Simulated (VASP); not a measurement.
The system is Ni.

```
Ni
1.0
    -1.39288    1.39288    1.39288
     1.39288   -1.39288    1.39288
     1.39288    1.39288   -1.39288
Ni
1
Direct
  0.00000 0.00000 0.00000
```

Base run:

* Program: VASP 6.6.1
* Functional: r2SCAN
* Potentials or basis: VASP PAW PBE potentials, release 64 (Ni)
* Cutoff: 520 eV
* k mesh: 13 × 13 × 13
* Occupations: fermi-dirac, width 0.05 eV
* Spin: collinear spin, ferromagnetic start
* Starting moments: [1.0] μB

Its results: pressure -3.9 GPa; net moment 0.65 μB per cell; site moments Ni +0.67 μB.

Problem. After a change of settings the same cell gave: pressure 3.4 GPa; net moment 0.58 μB per cell; site moments Ni +0.59 μB. Which change was it?
A. functional from r2SCAN to PBEsol; further incar settings from ALGO = Normal; EDIFF = 1e-07; NBANDS = 15 to ALGO = Normal; EDIFF = 1e-06; NBANDS = 15
B. functional from r2SCAN to PBE
C. further incar settings from ALGO = Normal; EDIFF = 1e-07; NBANDS = 15 to ALGO = Normal; EDIFF = 1e-06; NBANDS = 15

Solution. B.

Caveats: the PAW data sets were made with another functional, which shifts forces and pressure a little (some runs).
